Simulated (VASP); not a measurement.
# ZrB (Fm-3m) in VASP: a series of runs

The runs below take ZrB through single point, with PBE+D3(BJ).

Program: VASP 6.6.1. These are calculated values, not measurements. Logs are shortened: lines on timing, memory, paths and dates and some standing lists are left out, and cuts for length are marked.

## 1. The cell of the first run

The structure is cubic, space group Fm-3m (No. 225). Conventional cell: a = 4.913 Å, b = 4.913 Å, c = 4.913 Å, α = 90.00°, β = 90.00°, γ = 90.00°. Zr (site symmetry m-3m) has 6 B at 2.46 Å within 3.2 Å. Within 3.2 Å of B (site symmetry m-3m) lie 6 Zr at 2.46 Å.

## 2. Single point, PBE+D3(BJ)

Input file INCAR:

```
SYSTEM = ZrB
ALGO = Normal
EDIFF = 1E-6
ENCUT = 500
GGA = PE
GGA_COMPAT = .False.
ISIF = 2
ISMEAR = 1
IVDW = 12
LASPH = .True.
LCHARG = .False.
LREAL = .False.
LWAVE = .False.
NBANDS = 14
NELM = 120
PREC = Accurate
SIGMA = 0.5
```

Input file KPOINTS:

```
k-points
0
Gamma
  7 7 7
  0 0 0
```

Input file POSCAR:

```
ZrB
1.0
    0.0000000000      2.4563210000      2.4563210000
    2.4563210000      0.0000000000      2.4563210000
    2.4563210000      2.4563210000      0.0000000000
Zr B
1 1
Direct
    0.5000000000      0.5000000000      0.5000000000
    0.0000000000      0.0000000000      0.0000000000
```

Potentials or basis: VASP PAW PBE potentials, release 64 (Zr_sv, B).

Command:

```console
$ cat potpaw_PBE.64/Zr_sv/POTCAR potpaw_PBE.64/B/POTCAR > POTCAR
$ mpirun -np 1 vasp_std > vasp.out
```

OUTCAR:

```text
SYSTEM = ZrB
   EDIFF = 1E-6
   ENCUT = 500
   GGA = PE
   ISIF = 2
   ISMEAR = 1
   IVDW = 12
   LASPH = .True.
   LREAL = .False.
   NELM = 120
   PREC = Accurate
 IVDW          = 12

 ion  position               nearest neighbor table
   1  0.500  0.500  0.500-   2 2.46   2 2.46   2 2.46   2 2.46   2 2.46   2 2.46
   2  0.000  0.000  0.000-   1 2.46   1 2.46   1 2.46   1 2.46   1 2.46   1 2.46

  LATTYP: Found a face centered cubic cell.
 ALAT       =     4.9126420000

  Lattice vectors:

 A1 = (   0.0000000000,   2.4563210000,   2.4563210000)
 A2 = (   2.4563210000,   0.0000000000,   2.4563210000)
 A3 = (   2.4563210000,   2.4563210000,   0.0000000000)

Analysis of symmetry for initial positions (statically):
=====================================================================
 Subroutine PRICEL returns:
 Original cell was already a primitive cell.

 Routine SETGRP: Setting up the symmetry group for a
 face centered cubic supercell.

 Subroutine GETGRP returns: Found 48 space group operations
 (whereof 48 operations were pure point group operations)
 out of a pool of 48 trial point group operations.

The static configuration has the point symmetry O_h .

Analysis of symmetry for dynamics (positions and initial velocities):
=====================================================================
 Subroutine PRICEL returns:
 Original cell was already a primitive cell.

 Routine SETGRP: Setting up the symmetry group for a
 face centered cubic supercell.

 Subroutine GETGRP returns: Found 48 space group operations
 (whereof 48 operations were pure point group operations)
 out of a pool of 48 trial point group operations.

The dynamic configuration has the point symmetry O_h .

 Subroutine INISYM returns: Found 48 space group operations
 (whereof 48 operations are pure point group operations),
 and found     1 'primitive' translations

----------------------------------------------------------------------------------------

                                     Primitive cell

  volume of cell :      29.6405

  direct lattice vectors                    reciprocal lattice vectors
     0.000000000  2.456321000  2.456321000    -0.203556457  0.203556457  0.203556457
     2.456321000  0.000000000  2.456321000     0.203556457 -0.203556457  0.203556457
     2.456321000  2.456321000  0.000000000     0.203556457  0.203556457 -0.203556457

  length of vectors
     3.473762472  3.473762472  3.473762472     0.352570126  0.352570126  0.352570126

  position of ions in fractional coordinates (direct lattice)
     0.500000000  0.500000000  0.500000000
     0.000000000  0.000000000  0.000000000

  ion indices of the primitive-cell ions
   primitive index   ion index
                 1           1
                 2           2

----------------------------------------------------------------------------------------

 KPOINTS: k-points

Automatic generation of k-mesh.
 Grid dimensions read from file:
 generate k-points for:    7    7    7

 Generating k-lattice:

  Cartesian coordinates                     Fractional coordinates (reciprocal lattice)
    -0.029079494  0.029079494  0.029079494     0.142857143  0.000000000  0.000000000
     0.029079494 -0.029079494  0.029079494     0.000000000  0.142857143  0.000000000
     0.029079494  0.029079494 -0.029079494     0.000000000  0.000000000  0.142857143

  Length of vectors
     0.050367161  0.050367161  0.050367161

  Shift w.r.t. Gamma in fractional coordinates (k-lattice)
     0.000000000  0.000000000  0.000000000

 Subroutine IBZKPT returns following result:
 ===========================================

 Found     20 irreducible k-points:

 Following reciprocal coordinates:
            Coordinates               Weight
  0.000000  0.000000  0.000000      1.000000
  0.142857  0.000000  0.000000      8.000000
  0.285714  0.000000  0.000000      8.000000
  0.428571  0.000000  0.000000      8.000000
  0.142857  0.142857  0.000000      6.000000
  0.285714  0.142857  0.000000     24.000000
[... 12 lines left out ...]
 -0.428571  0.428571  0.142857     24.000000
 -0.285714  0.428571  0.142857     24.000000
   k-points           NKPTS =     20   k-points in BZ     NKDIM =     20   number of bands    NBANDS=     14
   number of dos      NEDOS =    301   number of ions     NIONS =      2
   total plane-waves  NPLWV =  21952
   dimension x,y,z NGX =    28 NGY =   28 NGZ =   28
   dimension x,y,z NGXF=    56 NGYF=   56 NGZF=   56
   ions per type =               1   1
   NGX,Y,Z   is equivalent  to a cutoff of  13.40, 13.40, 13.40 a.u.
   NGXF,Y,Z  is equivalent  to a cutoff of  26.80, 26.80, 26.80 a.u.
 SYSTEM =  ZrB
   PREC   = accura    normal or accurate (medium, high low for compatibility)
   ISTART =      0    job   : 0-new  1-cont  2-samecut
   ICHARG =      2    charge: 1-file 2-atom 10-const
   ISPIN  =      1    spin polarized calculation?
   LNONCOLLINEAR =      F non collinear calculations
   LSORBIT =      F    spin-orbit coupling
   LASPH  =      T    aspherical Exc in radial PAW
   ENCUT  =  500.0 eV  36.75 Ry    6.06 a.u.   6.33  6.33  6.33*2*pi/ulx,y,z
   NELM   =    120;   NELMIN=  2; NELMDL= -5     # of ELM steps
   EDIFF  = 0.1E-05   stopping-criterion for ELM
   LREAL  =      F    real-space projection
   EDIFFG = 0.1E-04   stopping-criterion for IOM
   NSW    =      0    number of steps for IOM
   IBRION =     -1    ionic relax: 0-MD 1-quasi-New 2-CG
   NFREE  =      0    steps in history (QN), initial steepest desc. (CG)
   ISIF   =      2    stress and relaxation
   ISYM   =      2    0-nonsym 1-usesym 2-fastsym
   POTIM  = 0.5000    time-step for ionic-motion
   TEBEG  =    0.0;   TEEND  =   0.0 temperature during run
   PSTRESS=    0.0 pullay stress
   NELECT =      15.0000    total number of electrons
   NUPDOWN=      -1.0000    fix difference up-down
   EMIN   =  10.00;   EMAX   =-10.00  energy-range for DOS
   EFERMI =   0.00;   METHOD = LEGACY
   ISMEAR =     1;   SIGMA  =   0.50  broadening in eV -4-tet -1-fermi 0-gaus
   EFERMI_NEDOS =   21; number of points for ismear=-14 and -15
   IALGO  =     38    algorithm
   IMIX   =      4    mixing-type and parameters
     AMIX     =   0.40;   BMIX     =  1.00
     AMIX_MAG =   1.60;   BMIX_MAG =  1.00
  volume/ion in A,a.u.               =      14.82       100.01
  Fermi-wavevector in a.u.,A,eV,Ry     =   1.304598  2.465333 23.156798  1.701977
  Thomas-Fermi vector in A             =   2.435523
   LORBIT       =      0    0 simple, 1 ext, 2 COOP (PROOUT), +10 PAW based schemes
   GGA     = PE    functional components
   LHFCALC =     F    Hartree Fock is set to
   AEXX    =    0.0000 exact exchange contribution
   IVDW    =    12    specifies the selected vdW correction
   LEPSILON=     F    determine dielectric tensor
   LRPA    =     F    only Hartree local field effects (RPA)
 non-spin polarized calculation
 Methfessel and Paxton  Order N= 1 SIGMA  =   0.50
  energy-cutoff  :      500.00
  volume of cell :       29.64
 maximum number of plane-waves:       769
 NGX is ok and might be reduce to    28
   NGX = 13   NGY = 13   NGZ = 13

 number of electron      15.0000000 magnetization

 Free energy of the ion-electron system (eV)
  ---------------------------------------------------
  ext. energy  EPLUGINS =         0.00000000
  ---------------------------------------------------
  free energy    TOTEN  =       -15.99313096 eV

  energy without entropy =      -16.00348613  energy(sigma->0) =      -15.99658268

 E-fermi :   7.3666     XC(G=0): -11.4516

 val. band max:        7.3023573729   @ k =   0.4286   0.2857   0.1429
 cond. band min:       7.4110747090   @ k =   0.2857   0.2857   0.0000
 fundamental gap:      0.1087173361
 Fermi energy:         7.3665533056

 k-point     1 :       0.0000    0.0000    0.0000
  band No.  band energies     occupation
      1     -40.1068      2.00000
      2     -17.9340      2.00000
      3     -17.9340      2.00000
      4     -17.9340      2.00000
      5      -0.6242      2.00000
      6       9.1407     -0.00001
      7       9.1407     -0.00001
      8       9.1407     -0.00001
      9      10.5221     -0.00000
     10      10.5221     -0.00000
     11      10.8157     -0.00000
     12      10.8157     -0.00000
     13      10.8157     -0.00000
     14      18.0698      0.00000

 k-point     2 :       0.1429    0.0000    0.0000
  band No.  band energies     occupation
      1     -40.0963      2.00000
      2     -18.0376      2.00000
      3     -17.9446      2.00000
      4     -17.9446      2.00000
      5      -0.1826      2.00000
      6       7.9509     -0.06987
      7       8.4188     -0.01125
      8       8.4188     -0.01125
      9       9.7822     -0.00000
     10       9.7822     -0.00000
     11      11.2521     -0.00000
     12      13.1634     -0.00000
     13      13.1634     -0.00000
     14      18.8406      0.00000

 k-point     3 :       0.2857    0.0000    0.0000
  band No.  band energies     occupation
      1     -40.0725      2.00000
      2     -18.2630      2.00000
      3     -17.9682      2.00000
      4     -17.9682      2.00000
      5       0.9908      2.00000
      6       6.0763      2.00160
      7       7.0611      1.84964
      8       7.0611      1.84964
      9      10.7918     -0.00000
     10      10.7918     -0.00000
     11      11.8292     -0.00000
     12      15.8983     -0.00000
     13      15.8983     -0.00000
     14      18.1700      0.00000

 k-point     4 :       0.4286    0.0000    0.0000
  band No.  band energies     occupation
      1     -40.0533      2.00000
      2     -18.4371      2.00000
      3     -17.9871      2.00000
      4     -17.9871      2.00000
      5       2.5452      2.00000
      6       4.2933      2.00000
      7       6.3442      2.01380
      8       6.3442      2.01380
      9      11.9644     -0.00000
     10      11.9644     -0.00000
     11      12.9485     -0.00000
     12      15.6007     -0.00000
     13      18.1569      0.00000
     14      18.1569      0.00000

 k-point     5 :       0.1429    0.1429    0.0000
  band No.  band energies     occupation
      1     -40.0928      2.00000
      2     -18.0297      2.00000
      3     -17.9692      2.00000
      4     -17.9692      2.00000
      5      -0.0562      2.00000
      6       7.4524      0.71415
      7       8.4992     -0.00619
      8       8.7500     -0.00065
      9       8.7500     -0.00065
     10      10.7502     -0.00000
     11      11.9444     -0.00000
[... 208 lines left out ...]
 k-point    18 :      -0.4286    0.2857    0.1429
  band No.  band energies     occupation
      1     -40.0411      2.00000
      2     -18.3546      2.00000
      3     -18.1542      2.00000
      4     -18.0434      2.00000
      5       2.3165      2.00000
      6       4.9354      2.00000
      7       6.4135      2.02139
      8       6.8864      2.04098
      9      11.0642     -0.00000
     10      12.2399     -0.00000
     11      13.1291     -0.00000
     12      15.1839     -0.00000
     13      16.8516     -0.00000
     14      18.7093      0.00000

 k-point    19 :      -0.4286    0.4286    0.1429
  band No.  band energies     occupation
      1     -40.0347      2.00000
      2     -18.3503      2.00000
      3     -18.1652      2.00000
      4     -18.1057      2.00000
      5       1.7663      2.00000
      6       6.0693      2.00150
      7       6.4547      2.02707
      8       7.5147      0.52215
      9      10.3380     -0.00000
     10      12.7578     -0.00000
     11      13.2247     -0.00000
     12      13.5688     -0.00000
     13      16.2376     -0.00000
     14      19.5786      0.00000

 k-point    20 :      -0.2857    0.4286    0.1429
  band No.  band energies     occupation
      1     -40.0331      2.00000
      2     -18.2863      2.00000
      3     -18.2600      2.00000
      4     -18.0949      2.00000
      5       2.1083      2.00000
      6       5.7639      2.00006
      7       6.3489      2.01425
      8       6.9608      1.98582
      9      11.1776     -0.00000
     10      12.0568     -0.00000
     11      13.2659     -0.00000
     12      14.6686     -0.00000
     13      15.6447     -0.00000
     14      20.6345      0.00000

------------------------ aborting loop because EDIFF is reached ----------------------------------------

 Edisp (eV)   -0.75916

 E8    (eV) :    -0.3541

  FORCE on cell =-STRESS in cart. coord.  units (eV):
  Direction    XX          YY          ZZ          XY          YZ          ZX
  --------------------------------------------------------------------------------------
  -------------------------------------------------------------------------------------
  Total      -0.90837    -0.90837    -0.90837    -0.00000    -0.00000     0.00000
  in kB     -49.10075   -49.10075   -49.10075    -0.00000    -0.00000     0.00000
  external pressure =      -49.10 kB  Pullay stress =        0.00 kB

 VOLUME and BASIS-vectors are now :
 -----------------------------------------------------------------------------
  energy-cutoff  :      500.00
  volume of cell :       29.64
      direct lattice vectors                 reciprocal lattice vectors
     0.000000000  2.456321000  2.456321000    -0.203556457  0.203556457  0.203556457
     2.456321000  0.000000000  2.456321000     0.203556457 -0.203556457  0.203556457
     2.456321000  2.456321000  0.000000000     0.203556457  0.203556457 -0.203556457

 POSITION                                       TOTAL-FORCE (eV/Angst)
 -----------------------------------------------------------------------------------
      2.45632      2.45632      2.45632        -0.000000     -0.000000     -0.000000
      0.00000      0.00000      0.00000         0.000000      0.000000      0.000000
 -----------------------------------------------------------------------------------
    total drift:                                0.000000      0.000000      0.000000

  FREE ENERGIE OF THE ION-ELECTRON SYSTEM (eV)
  ---------------------------------------------------
  free  energy   TOTEN  =       -16.7522952618 eV

  energy  without entropy=      -16.7626504273  energy(sigma->0) =      -16.75574698
```

Run time: 7.3 s. Hardware: 1 thread of Intel Xeon Platinum 8488C (Sapphire Rapids), shared host; peak memory 0.16 GiB.

What came out:

```
Free energy                : -16.7523 eV
Pressure                   : -4.9 GPa
Dispersion energy per atom : -0.380 eV
```

Levels at points of the mesh, in eV from the Fermi level:
```tsv
k point	band 4	band 5	band 6	band 7	band 8	band 9	band 10	band 11
(0.00, 0.00, 0.00)	-25.30	-7.99	1.77	1.77	1.77	3.16	3.16	3.45
```

Caveat: pairwise dispersion overbinds metals, which lowers pressure and volume.

[end of part 1 of 2]
